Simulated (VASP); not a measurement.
# Ge (Fd-3m) in VASP: notebook, part 2 of 2

VASP 6.6.1.

## 4. Single point, LDA

This run uses another cell than the first one, of 22.83 Å³/atom, 1.028 times its volume.

Contents of INCAR:

```
SYSTEM = Ge
PREC     = Accurate       ! precision mode
ENCUT    = 520            ! plane-wave cutoff, eV
EDIFF    = 1E-6           ! SCF threshold, eV
ISMEAR   = -1             ! smearing method
SIGMA    = 0.02           ! smearing width, eV
LREAL    = .FALSE.        ! projectors in reciprocal space
LASPH    = .TRUE.         ! aspherical terms in the spheres
NELM     = 60             ! most SCF steps
ALGO     = Normal         ! electronic algorithm
ISIF     = 2              ! what is computed and relaxed
LWAVE    = .FALSE.        ! write WAVECAR
LCHARG   = .FALSE.        ! write CHGCAR
GGA      = CA             ! functional
NBANDS   = 21             ! bands
```

Contents of KPOINTS:

```
regular mesh
0
G
  8 8 8
  0 0 0
```

Contents of POSCAR:

```
Ge
1.0
    0.0000000000      2.8368735119      2.8368735119
    2.8368735119      0.0000000000      2.8368735119
    2.8368735119      2.8368735119      0.0000000000
Ge
2
Direct
    0.0000000000      0.0000000000      0.0000000000
    0.2500000000      0.2500000000      0.2500000000
```

Potentials or basis: VASP PAW LDA potentials, release 64 (Ge_d).

Launch:

```sh
$ cat potpaw_LDA.64/Ge_d/POTCAR > POTCAR
$ mpirun -np 1 vasp_std > vasp.out
```

OUTCAR:

```text
SYSTEM = Ge
   PREC = Accurate
   ENCUT = 520
   EDIFF = 1E-6
   ISMEAR = -1
   LREAL = .FALSE.
   LASPH = .TRUE.
   NELM = 60
   ISIF = 2
   GGA = CA

 ion  position               nearest neighbor table
   1  0.000  0.000  0.000-   2 2.46   2 2.46   2 2.46   2 2.46
   2  0.250  0.250  0.250-   1 2.46   1 2.46   1 2.46   1 2.46

  LATTYP: Found a face centered cubic cell.
 ALAT       =     5.6737470238

  Lattice vectors:

 A1 = (   0.0000000000,   2.8368735119,   2.8368735119)
 A2 = (   2.8368735119,   0.0000000000,   2.8368735119)
 A3 = (   2.8368735119,   2.8368735119,   0.0000000000)

Analysis of symmetry for initial positions (statically):
=====================================================================
 Subroutine PRICEL returns:
 Original cell was already a primitive cell.

 Routine SETGRP: Setting up the symmetry group for a
 face centered cubic supercell.

 Subroutine GETGRP returns: Found 48 space group operations
 (whereof 24 operations were pure point group operations)
 out of a pool of 48 trial point group operations.

The static configuration has the point symmetry T_d .
 The point group associated with its full space group is O_h .

Analysis of symmetry for dynamics (positions and initial velocities):
=====================================================================
 Subroutine PRICEL returns:
 Original cell was already a primitive cell.

 Routine SETGRP: Setting up the symmetry group for a
 face centered cubic supercell.

 Subroutine GETGRP returns: Found 48 space group operations
 (whereof 24 operations were pure point group operations)
 out of a pool of 48 trial point group operations.

The dynamic configuration has the point symmetry T_d .
 The point group associated with its full space group is O_h .

 Subroutine INISYM returns: Found 48 space group operations
[... 110 lines left out ...]
   EMIN   =  10.00;   EMAX   =-10.00  energy-range for DOS
   EFERMI =   0.00;   METHOD = LEGACY
   ISMEAR =    -1;   SIGMA  =   0.02  broadening in eV -4-tet -1-fermi 0-gaus
   EFERMI_NEDOS =   21; number of points for ismear=-14 and -15
   IALGO  =     38    algorithm
   IMIX   =      4    mixing-type and parameters
     AMIX     =   0.40;   BMIX     =  1.00
     AMIX_MAG =   1.60;   BMIX_MAG =  1.00
  volume/ion in A,a.u.               =      22.83       154.07
  Fermi-wavevector in a.u.,A,eV,Ry     =   1.390841  2.628309 26.319643  1.934439
  Thomas-Fermi vector in A             =   2.514738
   LORBIT       =      0    0 simple, 1 ext, 2 COOP (PROOUT), +10 PAW based schemes
   GGA     = CA    functional components
   LHFCALC =     F    Hartree Fock is set to
   AEXX    =    0.0000 exact exchange contribution
   IVDW    =     0    specifies the selected vdW correction
   LEPSILON=     F    determine dielectric tensor
   LRPA    =     F    only Hartree local field effects (RPA)
 non-spin polarized calculation
  energy-cutoff  :      520.00
  volume of cell :       45.66
 maximum number of plane-waves:      1249
 NGX is ok and might be reduce to    30
   NGX = 15   NGY = 15   NGZ = 15

 number of electron      28.0000015 magnetization

 Free energy of the ion-electron system (eV)
  ---------------------------------------------------
  ext. energy  EPLUGINS =         0.00000000
  ---------------------------------------------------
  free energy    TOTEN  =       -10.37419353 eV

  energy without entropy =      -10.37391270  energy(sigma->0) =      -10.37405311

 E-fermi :   4.6441     XC(G=0): -10.2476

 val. band max:        4.6440796182   @ k =   0.0000   0.0000   0.0000
 cond. band min:       4.6832657761   @ k =   0.5000   0.0000   0.0000
 fundamental gap:      0.0391861579
 Fermi energy:         4.6441493127

 k-point     1 :       0.0000    0.0000    0.0000
  band No.  band energies     occupation
      1     -20.2830      2.00000
      2     -20.2830      2.00000
      3     -20.2830      2.00000
      4     -20.2470      2.00000
      5     -20.2470      2.00000
      6     -20.0409      2.00000
[... 565 lines left out ...]
     20      15.4776      0.00000
     21      15.9871      0.00000

 [... further k-points ...]

------------------------ aborting loop because EDIFF is reached ----------------------------------------

  FORCE on cell =-STRESS in cart. coord.  units (eV):
  Direction    XX          YY          ZZ          XY          YZ          ZX
  --------------------------------------------------------------------------------------
  -------------------------------------------------------------------------------------
  Total       -0.4764782     -0.4764782     -0.4764782      0.0000000      0.0000000      0.0000000
  in kB      -16.7187473    -16.7187473    -16.7187473      0.0000000      0.0000000      0.0000000
  external PRESSURE =     -16.7187473 kB  Pullay stress =       0.0000000 kB

 VOLUME and BASIS-vectors are now :
 -----------------------------------------------------------------------------
  energy-cutoff  :      520.00
  volume of cell :       45.66
      direct lattice vectors                 reciprocal lattice vectors
     0.000000000  2.836873512  2.836873512    -0.176250368  0.176250368  0.176250368
     2.836873512  0.000000000  2.836873512     0.176250368 -0.176250368  0.176250368
     2.836873512  2.836873512  0.000000000     0.176250368  0.176250368 -0.176250368

 POSITION                                       TOTAL-FORCE (eV/Angst)
 -----------------------------------------------------------------------------------
      0.00000      0.00000      0.00000         0.000000      0.000000      0.000000
      1.41844      1.41844      1.41844        -0.000000     -0.000000     -0.000000
 -----------------------------------------------------------------------------------
    total drift:                                0.000000      0.000000      0.000000

  FREE ENERGIE OF THE ION-ELECTRON SYSTEM (eV)
  ---------------------------------------------------
  free  energy   TOTEN  =       -10.3741935251 eV

  energy  without entropy=      -10.3739126984  energy(sigma->0) =      -10.37405311
```

Run time: 11 s. Hardware: 1 thread of Intel Xeon 6975P-C (Granite Rapids), shared host; peak memory 0.15 GiB.

Results:

```yaml
Free_energy: -10.3742 eV
Pressure: -1.7 GPa
Band_gap_on_the_k_mesh: zero (filled and empty bands touch)
```

## 5. Overview

| level | potentials or basis | cell | gap on the mesh (eV) | pressure (GPa) |
| --- | --- | --- | --- | --- |
| LDA | VASP PAW LDA potentials, release 64 (Ge_d) | a = 3.975 Å, angles 60.0°, 2 atoms | 0.03 | 0.2 |
| PBE | VASP PAW PBE potentials, release 64 (Ge_d) | a = 4.012 Å, angles 60.0°, 2 atoms | none | 2.9 |
| LDA | VASP PAW LDA potentials, release 64 (Ge_d) | a = 4.012 Å, angles 60.0°, 2 atoms | none | -1.7 |

Alike in all rows: task single point; no spin polarisation; k mesh 8 × 8 × 8; cutoff (eV) 520; smearing fermi-dirac 0.02 eV.

Total energies depend on the potentials used, so only differences within one code and one set of settings carry meaning.
